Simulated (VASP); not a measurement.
# GaSb (Immm) in VASP: notebook, part 2 of 2

VASP 6.6.1. Earlier steps stand in the parts before.

### Step 5. Single point, LDA, non-collinear spin, zero start, spin-orbit coupling

This run uses another cell than the first one, of 22.17 Å³/atom, 0.939 times its volume.

File INCAR:

```
SYSTEM = GaSb
PREC     = Accurate       ! precision mode
ENCUT    = 520            ! plane-wave cutoff, eV
EDIFF    = 1E-6           ! SCF threshold, eV
ISMEAR   = -1             ! smearing method
SIGMA    = 0.05           ! smearing width, eV
LREAL    = .False.        ! projectors in reciprocal space
LASPH    = .True.         ! aspherical terms in the spheres
NELM     = 150            ! most SCF steps
ALGO     = Normal         ! electronic algorithm
ISIF     = 2              ! what is computed and relaxed
LWAVE    = .False.        ! write WAVECAR
LCHARG   = .True.         ! write CHGCAR
MAGMOM   = 0 0 0 0 0 0    ! initial moments
LORBIT   = 11             ! projections on sites
LSORBIT  = .True.         ! spin-orbit coupling
GGA_COMPAT= .False.      
LORBMOM  = .True.       
GGA      = CA             ! functional
LVHAR    = .True.       
NBANDS   = 30             ! bands
```

File KPOINTS:

```
Automatic mesh
0
Gamma
  7 7 7
  0 0 0
```

File POSCAR:

```
GaSb
1.0
   -1.5202004123      2.6004380203      2.8034405017
    1.5202004123     -2.6004380203      2.8034405017
    1.5202004123      2.6004380203     -2.8034405017
Sb Ga
1 1
Direct
    0.5000000000      0.5000000000      0.0000000000
    0.0000000000      0.0000000000      0.0000000000
```

Potentials or basis: VASP PAW LDA potentials, release 64 (Sb, Ga_d).

Started as:

```bash
$ cat potpaw_LDA.64/Sb/POTCAR potpaw_LDA.64/Ga_d/POTCAR > POTCAR
$ mpirun -np 1 vasp_ncl > vasp.out
```

OUTCAR:

```text
SYSTEM = GaSb
   PREC = Accurate
   ENCUT = 520
   EDIFF = 1E-6
   ISMEAR = -1
   LREAL = .False.
   LASPH = .True.
   NELM = 150
   ISIF = 2
   LORBIT = 11
   LSORBIT = .True.
   GGA = CA

 ion  position               nearest neighbor table
   1  0.500  0.500  0.000-   2 2.80   2 2.80   2 3.01   2 3.01   2 3.01   2 3.01
   2  0.000  0.000  0.000-   1 2.80   1 2.80   1 3.01   1 3.01   1 3.01   1 3.01

  LATTYP: Found a body centered orthorhombic cell.
 ALAT       =     3.0404008246
 B/A-ratio  =     1.7105889455
 C/A-ratio  =     1.8441256028

  Lattice vectors:

 A1 = (  -1.5202004123,   2.6004380203,   2.8034405017)
 A2 = (   1.5202004123,  -2.6004380203,   2.8034405017)
 A3 = (   1.5202004123,   2.6004380203,  -2.8034405017)

Analysis of symmetry for initial positions (statically):
=====================================================================
 Subroutine PRICEL returns:
 Original cell was already a primitive cell.

 Routine SETGRP: Setting up the symmetry group for a
 body centered orthorhombic supercell.

 Subroutine GETGRP returns: Found  8 space group operations
 (whereof  8 operations were pure point group operations)
 out of a pool of  8 trial point group operations.

The static configuration has the point symmetry D_2h.

Analysis of symmetry for dynamics (positions and initial velocities):
=====================================================================
 Subroutine PRICEL returns:
 Original cell was already a primitive cell.

 Routine SETGRP: Setting up the symmetry group for a
 body centered orthorhombic supercell.

 Subroutine GETGRP returns: Found  8 space group operations
 (whereof  8 operations were pure point group operations)
 out of a pool of  8 trial point group operations.

The dynamic configuration has the point symmetry D_2h.

Analysis of structural, dynamic, and magnetic symmetry:
=====================================================================
 Subroutine PRICEL returns:
 Original cell was already a primitive cell.

 Routine SETGRP: Setting up the symmetry group for a
 body centered orthorhombic supercell.

 Subroutine GETGRP returns: Found  8 space group operations
 (whereof  8 operations were pure point group operations)
 out of a pool of  8 trial point group operations.

The overall configuration has the point symmetry D_2h.

 Subroutine INISYM returns: Found  8 space group operations
 (whereof  8 operations are pure point group operations),
 and found     1 'primitive' translations

----------------------------------------------------------------------------------------

                                     Primitive cell

  volume of cell :      44.3301

  direct lattice vectors                    reciprocal lattice vectors
    -1.520200412  2.600438020  2.803440502     0.000000000  0.192275300  0.178352278
     1.520200412 -2.600438020  2.803440502     0.328904002  0.000000000  0.178352278
[... 146 lines left out ...]
      5      -7.5100      1.00000
      6      -7.5100      1.00000
[... 781 lines left out ...]
     29      16.1358      0.00000
     30      16.1358      0.00000

 [... further k-points ...]
[... 5 lines left out ...]
  --------------------------------------------------------------------------------------
  -------------------------------------------------------------------------------------
  Total        0.0495884      0.0286035      0.0444003      0.0000000      0.0000000      0.0000000
  in kB        1.7922242      1.0337882      1.6047159      0.0000000      0.0000000      0.0000000
  external PRESSURE =       1.4769094 kB  Pullay stress =       0.0000000 kB

 VOLUME and BASIS-vectors are now :
 -----------------------------------------------------------------------------
  energy-cutoff  :      520.00
  volume of cell :       44.33
      direct lattice vectors                 reciprocal lattice vectors
    -1.520200412  2.600438020  2.803440502     0.000000000  0.192275300  0.178352278
     1.520200412 -2.600438020  2.803440502     0.328904002  0.000000000  0.178352278
     1.520200412  2.600438020 -2.803440502     0.328904002  0.192275300  0.000000000

 POSITION                                       TOTAL-FORCE (eV/Angst)
 -----------------------------------------------------------------------------------
      0.00000      0.00000      2.80344        -0.000000      0.000000      0.000000
      0.00000      0.00000      0.00000         0.000000      0.000000     -0.000000
 -----------------------------------------------------------------------------------
    total drift:                               -0.000000     -0.000000      0.000000

  FREE ENERGIE OF THE ION-ELECTRON SYSTEM (eV)
  ---------------------------------------------------
  free  energy   TOTEN  =        -8.5002925217 eV

  energy  without entropy=       -8.4961408785  energy(sigma->0) =       -8.49821670

 orbital moment (x)

 # of ion     p       d       tot
 ----------------------------------------
  1         0.000   0.000   0.000
  2        -0.000   0.000  -0.000
 ----------------------------------------
           -0.000   0.000   0.000

 orbital moment (y)

 # of ion     p       d       tot
 ----------------------------------------
  1         0.000   0.000   0.000
  2         0.000  -0.000  -0.000
 ----------------------------------------
            0.000  -0.000  -0.000

 orbital moment (z)

 # of ion     p       d       tot
 ----------------------------------------
  1         0.000   0.000   0.000
  2         0.000  -0.000   0.000
 ----------------------------------------
            0.000  -0.000   0.000

 Spin-Orbit-Coupling matrix elements

 Ion:    1  E_soc:     -0.1409828
 l=   1
     0.0000000    -0.0250948    -0.0222312
    -0.0250948     0.0000000    -0.0225225
    -0.0222312    -0.0225225     0.0000000
 l=   2
     0.0000000    -0.0000278     0.0000000    -0.0000251    -0.0002296
    -0.0000278     0.0000000    -0.0001293    -0.0000225    -0.0000335
     0.0000000    -0.0001293     0.0000000    -0.0001338     0.0000000
    -0.0000251    -0.0000225    -0.0001338     0.0000000    -0.0000413
    -0.0002296    -0.0000335     0.0000000    -0.0000413     0.0000000
 l=   3
     0.0000000     0.0000000     0.0000000     0.0000000     0.0000000     0.0000000     0.0000000
     0.0000000     0.0000000     0.0000000     0.0000000     0.0000000     0.0000000     0.0000000
     0.0000000     0.0000000     0.0000000     0.0000000     0.0000000     0.0000000     0.0000000
     0.0000000     0.0000000     0.0000000     0.0000000     0.0000000     0.0000000     0.0000000
     0.0000000     0.0000000     0.0000000     0.0000000     0.0000000     0.0000000     0.0000000
     0.0000000     0.0000000     0.0000000     0.0000000     0.0000000     0.0000000     0.0000000
     0.0000000     0.0000000     0.0000000     0.0000000     0.0000000     0.0000000     0.0000000

 Ion:    2  E_soc:     -0.0120843
 l=   1
     0.0000000    -0.0012090    -0.0011624
    -0.0012090     0.0000000    -0.0012210
    -0.0011624    -0.0012210     0.0000000
 l=   2
     0.0000000    -0.0001623     0.0000000    -0.0001631    -0.0006756
    -0.0001623     0.0000000    -0.0004593    -0.0001745    -0.0001640
     0.0000000    -0.0004593     0.0000000    -0.0004782     0.0000000
    -0.0001631    -0.0001745    -0.0004782     0.0000000    -0.0001728
    -0.0006756    -0.0001640     0.0000000    -0.0001728     0.0000000
 l=   3
     0.0000000     0.0000000     0.0000000     0.0000000     0.0000000     0.0000000     0.0000000
     0.0000000     0.0000000     0.0000000     0.0000000     0.0000000     0.0000000     0.0000000
     0.0000000     0.0000000     0.0000000     0.0000000     0.0000000     0.0000000     0.0000000
     0.0000000     0.0000000     0.0000000     0.0000000     0.0000000     0.0000000     0.0000000
     0.0000000     0.0000000     0.0000000     0.0000000     0.0000000     0.0000000     0.0000000
     0.0000000     0.0000000     0.0000000     0.0000000     0.0000000     0.0000000     0.0000000
     0.0000000     0.0000000     0.0000000     0.0000000     0.0000000     0.0000000     0.0000000

 total charge

# of ion       s       p       d       tot
------------------------------------------
    1        1.203   1.207   0.046   2.456
    2        1.021   0.584   9.963  11.567
--------------------------------------------------
tot          2.224   1.790  10.010  14.024

 magnetization (x)

# of ion       s       p       d       tot
------------------------------------------
    1        0.000   0.000   0.000   0.000
    2        0.000   0.000   0.000   0.000
--------------------------------------------------
tot          0.000   0.000   0.000   0.000

 magnetization (y)

# of ion       s       p       d       tot
------------------------------------------
    1        0.000   0.000   0.000   0.000
    2        0.000   0.000  -0.000  -0.000
--------------------------------------------------
tot          0.000   0.000  -0.000   0.000

 magnetization (z)

# of ion       s       p       d       tot
------------------------------------------
    1        0.000  -0.000   0.000  -0.000
    2        0.000   0.000   0.000   0.000
--------------------------------------------------
tot          0.000  -0.000   0.000   0.000
```

Run time: 2 min. Hardware: 1 thread of Intel Xeon Platinum 8259CL at 2.50GHz (Skylake/Cascade Lake), shared host; peak memory 0.32 GiB.

Results:

| Item | Value |
| --- | --- |
| Free energy | -8.5003 eV |
| Pressure | 0.1 GPa |
| Net moment | 0.00 μB per cell |
| Valence electrons inside the program's atomic spheres | Sb 2.46; Ga 11.57 |

Moments on the atoms (μB; x, y, z):
```
Sb  0.00 0.00 0.00
Ga  0.00 0.00 0.00
```

### Step 6. Single point, LDA, non-collinear spin, zero start, spin-orbit coupling

This run uses another cell than the first one, of 24.08 Å³/atom, 1.020 times its volume.

File INCAR:

```
SYSTEM = GaSb
ALGO = Normal
EDIFF = 1E-6
ENCUT = 520
GGA_COMPAT = .False.
ISIF = 2
ISMEAR = -1
LASPH = .True.
LCHARG = .False.
LORBIT = 11
LORBMOM = .True.
LREAL = .False.
LSORBIT = .True.
LWAVE = .False.
MAGMOM = 0 0 0 0 0 0
NBANDS = 30
NELM = 150
PREC = Accurate
SIGMA = 0.05
```

File KPOINTS:

```
k-points
0
Gamma
  7 7 7
  0 0 0
```

File POSCAR:

```
GaSb
1.0
   -1.5559010000      2.6750030000      2.8933130000
    1.5559010000     -2.6750030000      2.8933130000
    1.5559010000      2.6750030000     -2.8933130000
Sb Ga
1 1
Direct
    0.5000000000      0.5000000000      0.0000000000
    0.0000000000      0.0000000000      0.0000000000
```

Potentials or basis: VASP PAW LDA potentials, release 64 (Sb, Ga_d).

Started as:

```bash
$ cat potpaw_LDA.64/Sb/POTCAR potpaw_LDA.64/Ga_d/POTCAR > POTCAR
$ mpirun -np 1 vasp_ncl > vasp.out
```

It took 1.8 min on 1 thread of Intel Xeon Platinum 8259CL at 2.50GHz (Skylake/Cascade Lake), shared host; peak memory 0.33 GiB.

The run converged. Its results:

```yaml
Free_energy: -8.4439 eV
Pressure: -4.5 GPa
Net_moment: 0.00 μB per cell
Valence_electrons_inside_the_program's_atomic_spheres: Sb 2.41; Ga 11.51
```

Stress tensor (GPa, compression positive):
```
-3.87  0.00  0.00
 0.00 -4.30  0.00
 0.00  0.00 -5.21
```

Moments on the atoms (μB; x, y, z):
```
Sb  0.00 0.00 0.00
Ga  0.00 0.00 0.00
```

### Step 7. Overview

```tsv
level	potentials or basis	spin	cell	k mesh	gap on the mesh (eV)	pressure (GPa)	moment (μB)
PBEsol	VASP PAW PBE potentials, release 64 (Sb, Ga_d)	off	a = 4.208 Å, angles 136.9, 101.7, 93.9°, 2 atoms	10 × 10 × 10	none	-2.1	-
LDA	VASP PAW LDA potentials, release 64 (Sb, Ga_d)	off	a = 4.236 Å, angles 136.9, 101.7, 93.9°, 2 atoms	10 × 10 × 10	none	-4.5	-
PBEsol	VASP PAW PBE potentials, release 64 (Sb, Ga_d)	off	a = 4.236 Å, angles 136.9, 101.7, 93.9°, 2 atoms	10 × 10 × 10	none	-3.2	-
LDA	VASP PAW LDA potentials, release 64 (Sb, Ga_d)	non-collinear, zero start, SOC	a = 4.115 Å, angles 136.6, 101.6, 94.1°, 2 atoms	7 × 7 × 7	-	0.1	0.00
LDA	VASP PAW LDA potentials, release 64 (Sb, Ga_d)	non-collinear, zero start, SOC	a = 4.236 Å, angles 136.9, 101.7, 93.9°, 2 atoms	7 × 7 × 7	-	-4.5	0.00
```

Alike in all rows: task single point; cutoff (eV) 520; smearing fermi-dirac 0.05 eV.

Caveats: spin-orbit coupling is left out, which moves the levels of the heavy elements (some runs); the PAW data sets were made with another functional, which shifts forces and pressure a little (some runs).

Absolute energies hang on the potentials; compare differences alone.
